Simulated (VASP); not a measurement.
# Pd (P6_3/mmc) in VASP: settings compared

Pd is run at these levels: revPBE+D3(BJ), revPBE+D4, BLYP+D3(BJ); tasks: relaxation of cell and atoms.

Program: VASP 6.6.1. These are calculated values, not measurements. Logs are shortened: lines on timing, memory, paths and dates and some standing lists are left out, and cuts for length are marked.

## Step 1: The cell of the first run

The structure is hexagonal, space group P6_3/mmc (No. 194). The conventional cell has a = 2.784 Å, b = 2.784 Å, c = 4.629 Å, α = 90.00°, β = 90.00°, γ = 120.00°. Pd (site symmetry -6m2) has 12 Pd at 2.78 to 2.82 Å within 3.7 Å.

## Step 2: Relaxation of cell and atoms, revPBE+D3(BJ)

INCAR reads:

```
ALGO     = Fast           # electronic algorithm
EDIFF    = 1E-7           # SCF threshold, eV
EDIFFG   = -0.01          # ionic threshold
ENCUT    = 600            # plane-wave cutoff, eV
GGA      = RE             # functional
IBRION   = 2              # ionic algorithm
ISIF     = 3              # what is computed and relaxed
ISMEAR   = -1             # smearing method
IVDW     = 12             # dispersion correction
LASPH    = T              # aspherical terms in the spheres
LCHARG   = F              # write CHGCAR
LREAL    = F              # projectors in reciprocal space
LWAVE    = F              # write WAVECAR
NELM     = 100            # most SCF steps
NSW      = 60             # ionic steps
PREC     = Accurate       # precision mode
SIGMA    = 0.05           # smearing width, eV
```

KPOINTS reads:

```
k-points
0
Gamma
  11 11 6
```

POSCAR reads:

```
Pd
1.0
    2.7836650458      0.0000000000      0.0000000000
   -1.3918325229      2.4107246453      0.0000000000
    0.0000000000      0.0000000000      4.6288930000
Pd
2
Direct
    0.3333333333      0.6666666667      0.2500000000
    0.6666666667      0.3333333333      0.7500000000
```

Potentials or basis: VASP PAW PBE potentials, release 64 (Pd).

Run with:

```console
cat potpaw_PBE.64/Pd/POTCAR > POTCAR
mpirun -np 1 vasp_std > vasp.out
```

OUTCAR:

```text
EDIFF = 1E-7
   EDIFFG = -0.01
   ENCUT = 600
   GGA = RE
   IBRION = 2
   ISIF = 3
   ISMEAR = -1
   IVDW = 12
   LASPH = T
   LREAL = F
   NELM = 100
   NSW = 60
   PREC = Accurate
 IVDW          = 12

 ion  position               nearest neighbor table
   1  0.333  0.667  0.250-   2 2.82   2 2.82   2 2.82   2 2.82   2 2.82   2 2.82
   2  0.667  0.333  0.750-   1 2.82   1 2.82   1 2.82   1 2.82   1 2.82   1 2.82

  LATTYP: Found a hexagonal cell.
 ALAT       =     2.7836650458
 C/A-ratio  =     1.6628771507

  Lattice vectors:

 A1 = (   2.7836650458,   0.0000000000,   0.0000000000)
 A2 = (  -1.3918325229,   2.4107246453,   0.0000000000)
 A3 = (   0.0000000000,   0.0000000000,   4.6288930000)

Analysis of symmetry for initial positions (statically):
=====================================================================
 Subroutine PRICEL returns:
 Original cell was already a primitive cell.

 Routine SETGRP: Setting up the symmetry group for a
 hexagonal supercell.

 Subroutine GETGRP returns: Found 24 space group operations
 (whereof 12 operations were pure point group operations)
 out of a pool of 24 trial point group operations.

The static configuration has the point symmetry D_3d.
 The point group associated with its full space group is D_6h.

Analysis of symmetry for dynamics (positions and initial velocities):
=====================================================================
 Subroutine PRICEL returns:
 Original cell was already a primitive cell.

 Routine SETGRP: Setting up the symmetry group for a
 hexagonal supercell.

 Subroutine GETGRP returns: Found 24 space group operations
 (whereof 12 operations were pure point group operations)
 out of a pool of 24 trial point group operations.

The dynamic configuration has the point symmetry D_3d.
 The point group associated with its full space group is D_6h.

 Subroutine INISYM returns: Found 24 space group operations
 (whereof 12 operations are pure point group operations),
 and found     1 'primitive' translations

----------------------------------------------------------------------------------------

                                     Primitive cell

  volume of cell :      31.0629

  direct lattice vectors                    reciprocal lattice vectors
     2.783665046  0.000000000  0.000000000     0.359238624  0.207406516  0.000000000
    -1.391832523  2.410724645  0.000000000     0.000000000  0.414813032  0.000000000
     0.000000000  0.000000000  4.628893000     0.000000000  0.000000000  0.216034374

  length of vectors
     2.783665046  2.783665046  4.628893000     0.414813032  0.414813032  0.216034374

  position of ions in fractional coordinates (direct lattice)
     0.333333333  0.666666667  0.250000000
     0.666666667  0.333333333  0.750000000

  ion indices of the primitive-cell ions
   primitive index   ion index
                 1           1
                 2           2

----------------------------------------------------------------------------------------

 KPOINTS: k-points

Automatic generation of k-mesh.
 Grid dimensions read from file:
 generate k-points for:   11   11    6

 Generating k-lattice:

  Cartesian coordinates                     Fractional coordinates (reciprocal lattice)
     0.032658057  0.018855138  0.000000000     0.090909091  0.000000000  0.000000000
     0.000000000  0.037710276  0.000000000     0.000000000  0.090909091  0.000000000
     0.000000000  0.000000000  0.036005729     0.000000000  0.000000000  0.166666667

  Length of vectors
     0.037710276  0.037710276  0.036005729

  Shift w.r.t. Gamma in fractional coordinates (k-lattice)
     0.000000000  0.000000000  0.000000000

 Subroutine IBZKPT returns following result:
 ===========================================

 Found     64 irreducible k-points:

 Following reciprocal coordinates:
            Coordinates               Weight
  0.000000  0.000000  0.000000      1.000000
  0.090909  0.000000  0.000000      6.000000
  0.181818  0.000000  0.000000      6.000000
  0.272727  0.000000  0.000000      6.000000
  0.363636  0.000000  0.000000      6.000000
  0.454545  0.000000  0.000000      6.000000
[... 16 lines left out ...]
  0.090909  0.090909  0.166667     12.000000
  0.181818  0.090909  0.166667     24.000000
 [... further k-points ...]
   k-points           NKPTS =     64   k-points in BZ     NKDIM =     64   number of bands    NBANDS=     14
   number of dos      NEDOS =    301   number of ions     NIONS =      2
   total plane-waves  NPLWV =  23040
   dimension x,y,z NGX =    24 NGY =   24 NGZ =   40
   dimension x,y,z NGXF=    48 NGYF=   48 NGZF=   80
   ions per type =               2
   NGX,Y,Z   is equivalent  to a cutoff of  14.33, 14.33, 14.37 a.u.
   NGXF,Y,Z  is equivalent  to a cutoff of  28.67, 28.67, 28.73 a.u.
 SYSTEM =  unknown system
   PREC   = accura    normal or accurate (medium, high low for compatibility)
   ISTART =      0    job   : 0-new  1-cont  2-samecut
   ICHARG =      2    charge: 1-file 2-atom 10-const
   ISPIN  =      1    spin polarized calculation?
   LNONCOLLINEAR =      F non collinear calculations
   LSORBIT =      F    spin-orbit coupling
   LASPH  =      T    aspherical Exc in radial PAW
   ENCUT  =  600.0 eV  44.10 Ry    6.64 a.u.   5.56  5.56  9.25*2*pi/ulx,y,z
   NELM   =    100;   NELMIN=  2; NELMDL= -5     # of ELM steps
   EDIFF  = 0.1E-06   stopping-criterion for ELM
   LREAL  =      F    real-space projection
   EDIFFG = -.1E-01   stopping-criterion for IOM
   NSW    =     60    number of steps for IOM
   IBRION =      2    ionic relax: 0-MD 1-quasi-New 2-CG
   NFREE  =      1    steps in history (QN), initial steepest desc. (CG)
   ISIF   =      3    stress and relaxation
   ISYM   =      2    0-nonsym 1-usesym 2-fastsym
   POTIM  = 0.5000    time-step for ionic-motion
   TEBEG  =    0.0;   TEEND  =   0.0 temperature during run
   PSTRESS=    0.0 pullay stress
   NELECT =      20.0000    total number of electrons
   NUPDOWN=      -1.0000    fix difference up-down
   EMIN   =  10.00;   EMAX   =-10.00  energy-range for DOS
   EFERMI =   0.00;   METHOD = LEGACY
   ISMEAR =    -1;   SIGMA  =   0.05  broadening in eV -4-tet -1-fermi 0-gaus
   EFERMI_NEDOS =   21; number of points for ismear=-14 and -15
   IALGO  =     68    algorithm
   IMIX   =      4    mixing-type and parameters
     AMIX     =   0.40;   BMIX     =  1.00
     AMIX_MAG =   1.60;   BMIX_MAG =  1.00
  volume/ion in A,a.u.               =      15.53       104.81
  Fermi-wavevector in a.u.,A,eV,Ry     =   1.413636  2.671385 27.189429  1.998367
  Thomas-Fermi vector in A             =   2.535261
   LORBIT       =      0    0 simple, 1 ext, 2 COOP (PROOUT), +10 PAW based schemes
   GGA     = RE    functional components
   LHFCALC =     F    Hartree Fock is set to
   AEXX    =    0.0000 exact exchange contribution
   IVDW    =    12    specifies the selected vdW correction
   LEPSILON=     F    determine dielectric tensor
   LRPA    =     F    only Hartree local field effects (RPA)
 conjugate gradient relaxation of ions
 non-spin polarized calculation
 RMM-DIIS sequential band-by-band and
  energy-cutoff  :      600.00
  volume of cell :       31.06
 maximum number of plane-waves:      1061
 NGX is ok and might be reduce to    24
   NGX = 11   NGY = 11   NGZ = 19

--------------------------------------- Ionic step        1  -------------------------------------------

 number of electron      20.0000005 magnetization

 Free energy of the ion-electron system (eV)
  ---------------------------------------------------
  ext. energy  EPLUGINS =         0.00000000
  ---------------------------------------------------
  free energy    TOTEN  =        -9.43657703 eV

  energy without entropy =       -9.38846482  energy(sigma->0) =       -9.41252093

 E-fermi :   9.0223     XC(G=0): -12.7843

 val. band max:        9.0207250706   @ k =   0.3636   0.0000   0.0000
 cond. band min:       9.0270032281   @ k =   0.4545   0.0000   0.3333
 fundamental gap:      0.0062781575
 Fermi energy:         9.0223010664

 k-point     1 :       0.0000    0.0000    0.0000
  band No.  band energies     occupation
      1       2.2989      2.00000
      2       4.1124      2.00000
      3       6.3145      2.00000
      4       6.4936      2.00000
      5       6.4936      2.00000
      6       6.8193      2.00000
      7       6.8193      2.00000
      8       7.4631      2.00000
      9       7.4631      2.00000
     10       8.7883      1.98162
     11       8.7883      1.98162
     12      10.0215      0.00000
     13      15.6955      0.00000
     14      26.0828      0.00000

 k-point     2 :       0.0909    0.0000    0.0000
  band No.  band energies     occupation
      1       2.5560      2.00000
      2       4.2906      2.00000
      3       6.1617      2.00000
      4       6.6148      2.00000
      5       6.6612      2.00000
      6       6.7524      2.00000
      7       6.9741      2.00000
      8       7.2573      2.00000
      9       7.3606      2.00000
     10       7.9915      2.00000
     11       8.8314      1.95704
     12      11.1591      0.00000
     13      15.7071      0.00000
     14      26.0219      0.00000
[... 471 lines left out ...]
 VOLUME and BASIS-vectors are now :
 -----------------------------------------------------------------------------
  energy-cutoff  :      600.00
  volume of cell :       29.01
      direct lattice vectors                 reciprocal lattice vectors
     2.720573642 -0.000000000  0.000000000     0.367569539  0.212216372  0.000000000
    -1.360286821  2.356085886  0.000000000     0.000000000  0.424432745  0.000000000
    -0.000000000 -0.000000000  4.526479907     0.000000000  0.000000000  0.220922222

 POSITION                                       TOTAL-FORCE (eV/Angst)
 -----------------------------------------------------------------------------------
     -0.00000      1.57072      1.13162         0.000000     -0.000000      0.000000
      1.36029      0.78536      3.39486        -0.000000      0.000000      0.000000
 -----------------------------------------------------------------------------------
    total drift:                               -0.000000      0.000000     -0.000000

  FREE ENERGIE OF THE ION-ELECTRON SYSTEM (eV)
  ---------------------------------------------------
  free  energy   TOTEN  =       -11.9334740610 eV

  energy  without entropy=      -11.8894646377  energy(sigma->0) =      -11.91146935

--------------------------------------- Ionic step        4  -------------------------------------------

 number of electron      19.9999997 magnetization

 Free energy of the ion-electron system (eV)
  ---------------------------------------------------
  ext. energy  EPLUGINS =         0.00000000
  ---------------------------------------------------
  free energy    TOTEN  =        -9.33476150 eV

  energy without entropy =       -9.29083253  energy(sigma->0) =       -9.31279702

 E-fermi :  10.1725     XC(G=0): -13.2231

 val. band max:       10.1659213573   @ k =   0.4545   0.0909   0.0000
 cond. band min:      10.1779329375   @ k =   0.3636   0.0000   0.0000
 fundamental gap:      0.0120115803
 Fermi energy:        10.1724882752

 k-point     1 :       0.0000    0.0000    0.0000
  band No.  band energies     occupation
      1       2.9158      2.00000
      2       4.7301      2.00000
      3       7.1370      2.00000
      4       7.3387      2.00000
      5       7.3387      2.00000
      6       7.7060      2.00000
      7       7.7060      2.00000
      8       8.4283      2.00000
      9       8.4283      2.00000
     10       9.9110      1.98935
     11       9.9110      1.98935
     12      11.0023      0.00000
     13      17.3669      0.00000
     14      27.3288      0.00000

 k-point     2 :       0.0909    0.0000    0.0000
  band No.  band energies     occupation
      1       3.1890      2.00000
      2       4.9237      2.00000
      3       6.9658      2.00000
      4       7.4725      2.00000
      5       7.5252      2.00000
      6       7.6291      2.00000
      7       7.8786      2.00000
      8       8.1905      2.00000
      9       8.3120      2.00000
     10       8.9775      2.00000
     11       9.9609      1.97138
     12      12.3036      0.00000
     13      17.3694      0.00000
     14      27.3972      0.00000
[... 391 lines left out ...]
 VOLUME and BASIS-vectors are now :
 -----------------------------------------------------------------------------
  energy-cutoff  :      600.00
  volume of cell :       28.97
      direct lattice vectors                 reciprocal lattice vectors
     2.719311813 -0.000000000  0.000000000     0.367740101  0.212314846  0.000000000
    -1.359655906  2.354993111  0.000000000     0.000000000  0.424629692  0.000000000
    -0.000000000 -0.000000000  4.524431644     0.000000000  0.000000000  0.221022236

 POSITION                                       TOTAL-FORCE (eV/Angst)
 -----------------------------------------------------------------------------------
     -0.00000      1.57000      1.13111        -0.000000     -0.000000      0.000000
      1.35966      0.78500      3.39332         0.000000      0.000000      0.000000
 -----------------------------------------------------------------------------------
    total drift:                               -0.000000      0.000000     -0.000000

  FREE ENERGIE OF THE ION-ELECTRON SYSTEM (eV)
  ---------------------------------------------------
  free  energy   TOTEN  =       -11.9335187720 eV

  energy  without entropy=      -11.8895898088  energy(sigma->0) =      -11.91155429

 reached required accuracy - stopping structural energy minimisation
```

It took 79 s on 1 thread of Intel Xeon Platinum 8259CL at 2.50GHz (Skylake/Cascade Lake), shared host; peak memory 0.19 GiB.

Results:

| Property | Result |
| --- | --- |
| Free energy | -11.9335 eV |
| Relaxed volume | 14.49 Å³/atom |
| Relaxed cell | a = 2.719 Å, b = 2.719 Å, c = 4.524 Å, α = 90.00°, β = 90.00°, γ = 120.00° |
| Space group after relaxing (to 0.05 Å) | P6_3/mmc (No. 194) |
| Energy gained by relaxing | 40.6 meV/atom |
| Ionic steps | 4 |
| Pressure after relaxing | 0.0 GPa |
| Band gap on the k mesh | zero (band 10 reaches 10.32 eV, above the bottom of band 11 at 9.44 eV) |
| Dispersion energy per atom | -1.299 eV |

Stress tensor (GPa, compression positive):
```
-0.08  0.00  0.00
 0.00 -0.08  0.00
 0.00  0.00  0.04
```

Step by step:
```tsv
step	energy change (eV)	largest force (eV/Å)	pressure (GPa)	volume (Å³)
1	0.0000	0.0000	-11.44	31.06
2	0.1025	0.0000	24.83	26.34
3	-0.0812	0.0000	-0.30	29.01
4	-0.0812	0.0000	-0.04	28.97
```

Final structure:
```
Pd
1.0
     2.71931    0.00000    0.00000
    -1.35966    2.35499    0.00000
     0.00000    0.00000    4.52443
Pd
2
Cartesian
  0.0000 1.5700 1.1311
  1.3597 0.7850 3.3933
```

Caveat: the PAW data sets were made with another functional, which shifts forces and pressure a little; pairwise dispersion overbinds metals, which lowers pressure and volume.

[end of part 1 of 2]
